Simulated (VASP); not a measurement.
# SnO2 (Pnnm) in VASP: single point with PBEsol

Aim: the single point of SnO2 with PBEsol.

Everything below comes from runs of VASP 6.6.1. Logs are shortened: lines on timing, memory, paths and dates and some standing lists are left out, and cuts for length are marked.

## 1. The cell of the first run

It takes space group Pnnm (No. 58, orthorhombic). Conventional cell: a = 4.788 Å, b = 4.867 Å, c = 3.241 Å, α = 90.00°, β = 90.00°, γ = 90.00°. Within 2.8 Å of Sn (site symmetry 2/m) lie 6 O at 2.09 to 2.10 Å. Within 2.8 Å of Sn (site symmetry 2/m) lie 6 O at 2.09 to 2.10 Å. Within 2.8 Å of O (site symmetry m) lie 3 Sn at 2.09 to 2.10 Å and 1 O at 2.65 Å. Within 2.8 Å of O (site symmetry m) lie 3 Sn at 2.09 to 2.10 Å and 1 O at 2.65 Å.

## 2. Single point, PBEsol

Contents of INCAR:

```
SYSTEM = SnO2
ALGO = Normal ; EDIFF = 1E-6
ENCUT = 600 ; GGA = PS
GGA_COMPAT = .False. ; ISIF = 2
ISMEAR = 0 ; ISYM = 0
LASPH = .True. ; LCHARG = .False.
LREAL = .False. ; LWAVE = .False.
NBANDS = 93 ; NELM = 120
PREC = Accurate ; SIGMA = 0.1
```

Contents of KPOINTS:

```
Automatic mesh
0
Gamma
  2 2 2
  0.5 0.5 0.5
```

Contents of POSCAR:

```
SnO2
1.0
    4.7880040000      0.0000000000     -3.2408980000
    0.0000000000      4.8665820000     -3.2408980000
    4.7880040000      4.8665820000      3.2408980000
Sn O
6 12
Direct
    0.0000000000      0.0000000000      0.5000000000
    0.6666666667      0.6666666667      0.8333333333
    0.3333333333      0.3333333333      0.1666666667
    0.0000000000      0.0000000000      0.0000000000
    0.6666666667      0.6666666667      0.3333333333
    0.3333333333      0.3333333333      0.6666666667
    0.0875560000      0.1167430000      0.2042990000
    0.7542226667      0.7834096667      0.5376323333
    0.4208893333      0.4500763333      0.8709656667
    0.3015840000      0.6886870000      0.4902710000
    0.9682506667      0.3553536667      0.8236043333
    0.6349173333      0.0220203333      0.1569376667
    0.6984160000      0.3113130000      0.5097290000
    0.3650826667      0.9779796667      0.8430623333
    0.0317493333      0.6446463333      0.1763956667
    0.2457773333      0.2165903333      0.4623676667
    0.9124440000      0.8832570000      0.7957010000
    0.5791106667      0.5499236667      0.1290343333
```

Potentials or basis: VASP PAW PBE potentials, release 64 (Sn_d, O).

Launch:

```sh
cat potpaw_PBE.64/Sn_d/POTCAR potpaw_PBE.64/O/POTCAR > POTCAR
mpirun -np 1 vasp_std > vasp.out
```

OUTCAR:

```text
SYSTEM = SnO2
   EDIFF = 1E-6
   ENCUT = 600
   GGA = PS
   ISIF = 2
   ISMEAR = 0
   ISYM = 0
   LASPH = .True.
   LREAL = .False.
   NELM = 120
   PREC = Accurate

 ion  position               nearest neighbor table
   1  0.000  0.000  0.500-   8 2.09  16 2.09   7 2.09  17 2.09  10 2.10  13 2.10   2 3.24   3 3.24

   2  0.667  0.667  0.833-  17 2.09   8 2.09  18 2.09   9 2.09  14 2.10  11 2.10   1 3.24   3 3.24

   3  0.333  0.333  0.167-   7 2.09  16 2.09   9 2.09  18 2.09  12 2.10  15 2.10   1 3.24   2 3.24

   4  0.000  0.000  0.000-  12 2.09  14 2.09  11 2.09  15 2.09   7 2.10  17 2.10   5 3.24   6 3.24

   5  0.667  0.667  0.333-  12 2.09  15 2.09  13 2.09  10 2.09  18 2.10   8 2.10   4 3.24   6 3.24

   6  0.333  0.333  0.667-  14 2.09  11 2.09  13 2.09  10 2.09   9 2.10  16 2.10   4 3.24   5 3.24

   7  0.088  0.117  0.204-   3 2.09   1 2.09   4 2.10
   8  0.754  0.783  0.538-   1 2.09   2 2.09   5 2.10
   9  0.421  0.450  0.871-   3 2.09   2 2.09   6 2.10
  10  0.302  0.689  0.490-   5 2.09   6 2.09   1 2.10
  11  0.968  0.355  0.824-   6 2.09   4 2.09   2 2.10
  12  0.635  0.022  0.157-   5 2.09   4 2.09   3 2.10
  13  0.698  0.311  0.510-   5 2.09   6 2.09   1 2.10
  14  0.365  0.978  0.843-   6 2.09   4 2.09   2 2.10
  15  0.032  0.645  0.176-   5 2.09   4 2.09   3 2.10
  16  0.246  0.217  0.462-   1 2.09   3 2.09   6 2.10
  17  0.912  0.883  0.796-   2 2.09   1 2.09   4 2.10
  18  0.579  0.550  0.129-   2 2.09   3 2.09   5 2.10

IMPORTANT INFORMATION: All symmetrisations will be switched off!
NOSYMM: (Re-)initialisation of all symmetry stuff for point group C_1.

----------------------------------------------------------------------------------------

                                     Primitive cell

  volume of cell :     226.5506

  direct lattice vectors                    reciprocal lattice vectors
     4.788004000  0.000000000 -3.240898000     0.139236865 -0.068494342 -0.102852152
     0.000000000  4.866582000 -3.240898000    -0.069618433  0.136988685 -0.102852152
     4.788004000  4.866582000  3.240898000     0.069618433  0.068494342  0.102852152

  length of vectors
     5.781730031  5.846968463  7.557249666     0.186163758  0.184908602  0.141833586

  position of ions in fractional coordinates (direct lattice)
     0.000000000  0.000000000  0.500000000
     0.666666667  0.666666667  0.833333333
     0.333333333  0.333333333  0.166666667
     0.000000000  0.000000000  0.000000000
     0.666666667  0.666666667  0.333333333
     0.333333333  0.333333333  0.666666667
[... 10 lines left out ...]
     0.912444000  0.883257000  0.795701000
     0.579110667  0.549923667  0.129034333

  ion indices of the primitive-cell ions
   primitive index   ion index
                 1           1
                 2           2
                 3           3
                 4           4
                 5           5
                 6           6
[... 10 lines left out ...]
                17          17
                18          18

----------------------------------------------------------------------------------------

 KPOINTS: Automatic mesh

Automatic generation of k-mesh.
 Grid dimensions read from file:
 generate k-points for:    2    2    2

 Generating k-lattice:

  Cartesian coordinates                     Fractional coordinates (reciprocal lattice)
     0.069618433 -0.034247171 -0.051426076     0.500000000  0.000000000  0.000000000
    -0.034809216  0.068494342 -0.051426076     0.000000000  0.500000000  0.000000000
     0.034809216  0.034247171  0.051426076     0.000000000  0.000000000  0.500000000

  Length of vectors
     0.093081879  0.092454301  0.070916793

  Shift w.r.t. Gamma in fractional coordinates (k-lattice)
     0.500000000  0.500000000  0.500000000

 Subroutine IBZKPT returns following result:
 ===========================================

 Found      4 irreducible k-points:

 Following reciprocal coordinates:
            Coordinates               Weight
  0.250000  0.250000  0.250000      2.000000
 -0.250000  0.250000  0.250000      2.000000
  0.250000 -0.250000  0.250000      2.000000
 -0.250000 -0.250000  0.250000      2.000000
   k-points           NKPTS =      4   k-points in BZ     NKDIM =      4   number of bands    NBANDS=     93
   number of dos      NEDOS =    301   number of ions     NIONS =     18
   total plane-waves  NPLWV = 138240
   dimension x,y,z NGX =    48 NGY =   48 NGZ =   60
   dimension x,y,z NGXF=    96 NGYF=   96 NGZF=  120
   ions per type =               6  12
   NGX,Y,Z   is equivalent  to a cutoff of  13.80, 13.65, 13.20 a.u.
   NGXF,Y,Z  is equivalent  to a cutoff of  27.60, 27.30, 26.40 a.u.
 SYSTEM =  SnO2
   PREC   = accura    normal or accurate (medium, high low for compatibility)
   ISTART =      0    job   : 0-new  1-cont  2-samecut
   ICHARG =      2    charge: 1-file 2-atom 10-const
   ISPIN  =      1    spin polarized calculation?
   LNONCOLLINEAR =      F non collinear calculations
   LSORBIT =      F    spin-orbit coupling
   LASPH  =      T    aspherical Exc in radial PAW
   ENCUT  =  600.0 eV  44.10 Ry    6.64 a.u.  11.55 11.68 15.09*2*pi/ulx,y,z
   NELM   =    120;   NELMIN=  2; NELMDL= -5     # of ELM steps
   EDIFF  = 0.1E-05   stopping-criterion for ELM
   LREAL  =      F    real-space projection
   EDIFFG = 0.1E-04   stopping-criterion for IOM
   NSW    =      0    number of steps for IOM
   IBRION =     -1    ionic relax: 0-MD 1-quasi-New 2-CG
   NFREE  =      0    steps in history (QN), initial steepest desc. (CG)
   ISIF   =      2    stress and relaxation
   ISYM   =      0    0-nonsym 1-usesym 2-fastsym
   POTIM  = 0.5000    time-step for ionic-motion
   TEBEG  =    0.0;   TEEND  =   0.0 temperature during run
   PSTRESS=    0.0 pullay stress
   NELECT =     156.0000    total number of electrons
   NUPDOWN=      -1.0000    fix difference up-down
   EMIN   =  10.00;   EMAX   =-10.00  energy-range for DOS
   EFERMI =   0.00;   METHOD = LEGACY
   ISMEAR =     0;   SIGMA  =   0.10  broadening in eV -4-tet -1-fermi 0-gaus
   EFERMI_NEDOS =   21; number of points for ismear=-14 and -15
   IALGO  =     38    algorithm
   IMIX   =      4    mixing-type and parameters
     AMIX     =   0.40;   BMIX     =  1.00
     AMIX_MAG =   1.60;   BMIX_MAG =  1.00
  volume/ion in A,a.u.               =      12.59        84.94
  Fermi-wavevector in a.u.,A,eV,Ry     =   1.445644  2.731871 28.434627  2.089886
  Thomas-Fermi vector in A             =   2.563802
   LORBIT       =      0    0 simple, 1 ext, 2 COOP (PROOUT), +10 PAW based schemes
   GGA     = PS    functional components
   LHFCALC =     F    Hartree Fock is set to
   AEXX    =    0.0000 exact exchange contribution
   IVDW    =     0    specifies the selected vdW correction
   LEPSILON=     F    determine dielectric tensor
   LRPA    =     F    only Hartree local field effects (RPA)
 non-spin polarized calculation
 Gauss-broadening in eV      SIGMA  =   0.10
  energy-cutoff  :      600.00
  volume of cell :      226.55
 maximum number of plane-waves:      7574
 NGX is ok and might be reduce to    48
   NGX = 23   NGY = 23   NGZ = 31

 number of electron     155.9999989 magnetization

 Free energy of the ion-electron system (eV)
  ---------------------------------------------------
  ext. energy  EPLUGINS =         0.00000000
  ---------------------------------------------------
  free energy    TOTEN  =      -118.95934606 eV

  energy without entropy =     -118.95934606  energy(sigma->0) =     -118.95934606

 E-fermi :   5.5980     XC(G=0): -11.2539

 val. band max:        5.1081039947   @ k =   0.2500   0.2500   0.2500
 cond. band min:       7.4815264945   @ k =   0.2500   0.2500   0.2500
 fundamental gap:      2.3734224998
 Fermi energy:         5.5979552199

 k-point     1 :       0.2500    0.2500    0.2500
  band No.  band energies     occupation
      1     -15.4556      2.00000
      2     -15.4247      2.00000
      3     -15.2969      2.00000
      4     -15.0990      2.00000
      5     -15.0984      2.00000
      6     -15.0427      2.00000
[... 82 lines left out ...]
     89      13.6355      0.00000
     90      14.7308      0.00000

 k-point     2 :      -0.2500    0.2500    0.2500
  band No.  band energies     occupation
      1     -15.4553      2.00000
      2     -15.3709      2.00000
      3     -15.3497      2.00000
      4     -15.2647      2.00000
      5     -15.2643      2.00000
      6     -15.0840      2.00000
[... 82 lines left out ...]
     89      13.5669      0.00000
     90      14.0123      0.00000

 k-point     3 :       0.2500   -0.2500    0.2500
  band No.  band energies     occupation
      1     -15.4577      2.00000
      2     -15.3708      2.00000
      3     -15.3530      2.00000
      4     -15.2615      2.00000
      5     -15.2611      2.00000
      6     -15.0838      2.00000
[... 82 lines left out ...]
     89      13.5756      0.00000
     90      14.1755      0.00000

 k-point     4 :      -0.2500   -0.2500    0.2500
  band No.  band energies     occupation
      1     -15.4280      2.00000
      2     -15.3356      2.00000
      3     -15.3132      2.00000
      4     -15.3025      2.00000
      5     -15.1726      2.00000
      6     -15.0341      2.00000
[... 82 lines left out ...]
     89      13.3482      0.00000
     90      13.7307      0.00000
 [bands above 90 left out]

------------------------ aborting loop because EDIFF is reached ----------------------------------------

  FORCE on cell =-STRESS in cart. coord.  units (eV):
  Direction    XX          YY          ZZ          XY          YZ          ZX
  --------------------------------------------------------------------------------------
  -------------------------------------------------------------------------------------
  Total       -7.6766823     -8.2355747     -8.9550255     -0.0141568      0.1925430      0.0803259
  in kB      -54.2898925    -58.2424084    -63.3304012     -0.1001173      1.3616739      0.5680692
  external PRESSURE =     -58.6209007 kB  Pullay stress =       0.0000000 kB

 VOLUME and BASIS-vectors are now :
 -----------------------------------------------------------------------------
  energy-cutoff  :      600.00
  volume of cell :      226.55
      direct lattice vectors                 reciprocal lattice vectors
     4.788004000  0.000000000 -3.240898000     0.139236865 -0.068494342 -0.102852152
     0.000000000  4.866582000 -3.240898000    -0.069618433  0.136988685 -0.102852152
     4.788004000  4.866582000  3.240898000     0.069618433  0.068494342  0.102852152

 POSITION                                       TOTAL-FORCE (eV/Angst)
 -----------------------------------------------------------------------------------
      2.39400      2.43329      1.62045         0.000046      0.000032      0.000036
      7.18201      7.29987     -1.62045        -0.000009      0.000038     -0.000122
      2.39400      2.43329     -1.62045         0.000044     -0.000002      0.000079
      0.00000      0.00000      0.00000        -0.000061     -0.000054      0.000001
      4.78800      4.86658     -3.24090         0.000036      0.000051     -0.000078
      4.78800      4.86658      0.00000        -0.000027     -0.000078      0.000059
[... 10 lines left out ...]
      8.17861      8.17079     -3.24090        -0.084673      0.040291      0.005942
      3.39060      3.30420     -3.24090        -0.084611      0.040295      0.005946
 -----------------------------------------------------------------------------------
    total drift:                               -0.000054     -0.000027     -0.000029

  FREE ENERGIE OF THE ION-ELECTRON SYSTEM (eV)
  ---------------------------------------------------
  free  energy   TOTEN  =      -118.9593460588 eV

  energy  without entropy=     -118.9593460588  energy(sigma->0) =     -118.95934606
```

Run time: 4.3 min. Hardware: 1 thread of Intel Xeon 8259CL, shared host; peak memory 0.38 GiB.

Results:

```yaml
Free_energy: -118.9593 eV
Pressure: -5.9 GPa
Largest_force: 0.094 eV/Å
Band_gap_on_the_k_mesh: 2.37 eV
```

Forces in eV/Å, atoms in the order of the input:
```
Sn   0.000  0.000  0.000
Sn   0.000  0.000  0.000
Sn   0.000  0.000  0.000
Sn   0.000  0.000  0.000
Sn   0.000  0.000  0.000
Sn   0.000  0.000  0.000
O    0.085 -0.040 -0.006
O    0.085 -0.040 -0.006
O    0.085 -0.040 -0.006
O    0.087  0.037  0.002
O    0.087  0.037  0.002
O    0.087  0.037  0.002
O   -0.087 -0.037 -0.002
O   -0.087 -0.037 -0.002
O   -0.087 -0.037 -0.002
O   -0.085  0.040  0.006
O   -0.085  0.040  0.006
O   -0.085  0.040  0.006
```

Caveat: the k points lie up to 0.58 Å⁻¹ apart; the PAW data sets were made with another functional, which shifts forces and pressure a little; spin-orbit coupling is left out, which moves the levels of the heavy elements.
